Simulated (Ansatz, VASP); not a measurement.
**One calculation of LuH2, two programs**

```
Lu H
1.0
     0.00000    2.51650    2.51650
     2.51650    0.00000    2.51650
     2.51650    2.51650    0.00000
Lu H
1 2
Cartesian
  0.0000 0.0000 0.0000
  1.2583 1.2583 1.2583
  3.7748 3.7748 3.7748
```

Alike in both runs: task single point; functional r2SCAN; k mesh 6 × 6 × 6; occupations gaussian, width 0.1 eV; no spin polarisation.

|  | VASP | Ansatz |
| --- | --- | --- |
| version | VASP 6.6.1 | Ansatz 0.2.0 |
| potentials or method | VASP PAW PBE potentials, release 64 (Lu, H), cutoff 520 eV | scalar-relativistic, plane waves, PAW |
| valence electrons in the cell | 27 | 27 |

|  | VASP | Ansatz | Ansatz less VASP |
| --- | --- | --- | --- |
| gap on the k mesh at the Fermi level (eV) | none | none | - |
| pressure (GPa) | -1.8 | -2.2 | -0.41 |

VASP's potentials were made for PBE, not for r2SCAN. A gap of «none» marks a metal or a gap that the smearing closes. The functional is the same, so the differences come from potentials, cutoffs and numerics.

The k mesh is coarse, so the values compare programs but aren't converged. Neither program's run includes spin-orbit coupling.
